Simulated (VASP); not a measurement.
Ga2O3:

```
CELL_PARAMETERS angstrom
2.49870 1.44262 4.48355
-2.49870 1.44262 4.48355
0.00000 -2.88525 4.48355
ATOMIC_POSITIONS crystal
Ga 0.85559 0.85559 0.85559
Ga 0.64441 0.64441 0.64441
Ga 0.14441 0.14441 0.14441
Ga 0.35559 0.35559 0.35559
O 0.75000 0.44683 0.05317
O 0.44683 0.05317 0.75000
O 0.05317 0.75000 0.44683
O 0.25000 0.55317 0.94683
O 0.94683 0.25000 0.55317
O 0.55317 0.94683 0.25000
```

```yaml
Program: VASP 6.6.1
Task: relaxation of cell and atoms
Functional: PBE
Potentials_or_basis: VASP PAW PBE potentials, release 64 (Ga_d, O)
Cutoff: 600 eV
k_mesh: 5 × 5 × 5
Occupations: gaussian, width 0.01 eV
Spin: no spin polarisation
```

At the start: pressure 8.7 GPa; volume 9.70 Å³/atom.

**Question.** Where does the relaxation end?

**Answer.** Over 31 steps the energy falls by 10.5 meV/atom and the volume is 10.09 Å³/atom (+4.1 %); space group R-3c (No. 167, to 0.05 Å).

The path:
| step | energy change (eV) | largest force (eV/Å) | pressure (GPa) | volume (Å³) |
| --- | --- | --- | --- | --- |
| 1 | 0.0000 | 0.0663 | 8.73 | 96.97 |
| 2 | -0.0286 | 0.0198 | -6.43 | 104.57 |
| 3 | -0.1043 | 0.0375 | -0.06 | 100.96 |
| 4 | -0.1043 | 0.0384 | 0.20 | 100.88 |
| 5 | -0.1047 | 0.0136 | 0.11 | 100.89 |
| 6 | -0.1047 | 0.0056 | 0.06 | 100.89 |
| 7 | -0.1047 | 0.0058 | -0.01 | 100.95 |
| 8 | -0.1047 | 0.0049 | 0.01 | 100.95 |
| 9 | -0.1047 | 0.0031 | 0.00 | 100.95 |
| 10 | -0.1047 | 0.0015 | 0.00 | 100.95 |
| 11 | -0.1047 | 0.0021 | 0.02 | 100.95 |
| 12 | -0.1047 | 0.0006 | -0.01 | 100.95 |
| 13 | -0.1047 | 0.0010 | 0.05 | 100.94 |
| 14 | -0.1047 | 0.0016 | 0.01 | 100.94 |
| 15 | -0.1047 | 0.0013 | 0.01 | 100.94 |
| 16 | -0.1047 | 0.0015 | 0.02 | 100.94 |
| 17 | -0.1047 | 0.0013 | 0.03 | 100.94 |
| 18 | -0.1047 | 0.0008 | 0.02 | 100.94 |
| 19 | -0.1047 | 0.0015 | -0.02 | 100.94 |
| 20 | -0.1047 | 0.0001 | 0.01 | 100.94 |
| 21 | -0.1047 | 0.0008 | 0.02 | 100.94 |
| 22 | -0.1047 | 0.0012 | 0.01 | 100.94 |
| 23 | -0.1047 | 0.0011 | 0.01 | 100.94 |
| 24 | -0.1047 | 0.0009 | 0.01 | 100.94 |
| 25 | -0.1047 | 0.0008 | 0.01 | 100.94 |
| 26 | -0.1047 | 0.0009 | 0.01 | 100.95 |
| 27 | -0.1047 | 0.0016 | -0.04 | 100.95 |
| 28 | -0.1047 | 0.0013 | 0.01 | 100.95 |
| 29 | -0.1047 | 0.0014 | 0.02 | 100.95 |
| 30 | -0.1047 | 0.0022 | -0.01 | 100.95 |
| 31 | -0.1047 | 0.0001 | 0.00 | 100.95 |

Final structure:
```
Ga O
1.0
     2.53212    1.46192    4.54510
    -2.53212    1.46192    4.54510
     0.00000   -2.92385    4.54510
Ga O
4 6
Direct
  0.85594 0.85594 0.85594
  0.64406 0.64406 0.64406
  0.14406 0.14406 0.14406
  0.35594 0.35594 0.35594
  0.75000 0.44692 0.05308
  0.44692 0.05308 0.75000
  0.05308 0.75000 0.44692
  0.25000 0.55308 0.94692
  0.94692 0.25000 0.55308
  0.55308 0.94692 0.25000
```
